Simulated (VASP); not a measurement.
Runs of VASP 6.6.1 on Ge2Sb2Te5. The structure is that of space group P-3m1 (No. 164), or close to it. The cells are those of the table. 

| level | potentials or basis | cell | k mesh | gap on the mesh (eV) | pressure (GPa) | largest force (eV/Å) |
| --- | --- | --- | --- | --- | --- | --- |
| PBE | VASP PAW PBE potentials, release 64 (Te, Sb, Ge_d) | a = 4.294, b = 4.257, c = 17.101 Å, angles 90.0, 90.0, 119.1°, 9 atoms | 5 × 5 × 2 | (b) | 0.3 | 0.11 |
| BLYP | VASP PAW PBE potentials, release 64 (Te, Sb, Ge_d) | a = 4.294, b = 4.294, c = 17.101 Å, angles 90.0, 90.0, 120.0°, 9 atoms | 7 × 7 × 2 | 0.27 | 4.5 | 0.11 |
| revPBE | VASP PAW PBE potentials, release 64 (Te, Sb, Ge_d) | a = 4.294, b = 4.294, c = 17.101 Å, angles 90.0, 90.0, 120.0°, 9 atoms | 7 × 7 × 2 | 0.27 | 1.3 | 0.09 |
| PBE | VASP PAW PBE potentials, release 64 (Te, Sb, Ge_d) | a = 4.294, b = 4.275, c = 17.101 Å, angles 90.0, 90.0, 119.6°, 9 atoms | 5 × 5 × 2 | (a) | 0.3 | 0.10 |
| LDA | VASP PAW LDA potentials, release 64 (Te, Sb, Ge_d) | a = 4.191, b = 4.191, c = 16.789 Å, angles 90.0, 90.0, 120.0°, 9 atoms | 5 × 5 × 2 | 0.10 | 0.1 | 0.05 |

Alike in all rows: task single point; no spin polarisation; cutoff (eV) 520; smearing fermi-dirac 0.05 eV.

Task: Fill in the values left out.

Result: (a) 0.23; (b) 0.17.

Caveats: spin-orbit coupling is left out, which moves the levels of the heavy elements; the PAW data sets were made with another functional, which shifts forces and pressure a little (some runs).

A k mesh can miss the band edges, and the runs leave out spin-orbit coupling on Ge, Sb, Te.
